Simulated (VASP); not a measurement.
A run of VASP 6.6.1 is set up as follows.

File INCAR:

```
PREC = Accurate
ENCUT = 500
EDIFF = 1E-6
ISMEAR = -1
SIGMA = 0.08
LREAL = F
LASPH = T
NELM = 120
ALGO = Normal
ISIF = 2
LWAVE = F
LCHARG = F
NBANDS = 11
GGA_COMPAT = F
```

The input KPOINTS:

```
Automatic mesh
0
Gamma
  12 12 12
```

POSCAR

```
Si
1.0
    0.0000000000      2.0386233975      2.0386233975
    2.0386233975      0.0000000000      2.0386233975
    2.0386233975      2.0386233975      0.0000000000
Si
2
Direct
   -0.1250000000     -0.1250000000     -0.1250000000
    0.1250000000      0.1250000000      0.1250000000
```

Potentials or basis: VASP PAW LDA potentials, release 64 (Si).

Run with:

```bash
$ cat potpaw_LDA.64/Si/POTCAR > POTCAR
$ mpirun -np 1 vasp_std > vasp.out
```

Q: Estimate the pressure.

A: 398.4 GPa.

Q: What does it give for the band gap on the k mesh?

A: Zero (bands 4 and 5 overlap by 2.34 eV).

Caveat: the cell stands under pressure.
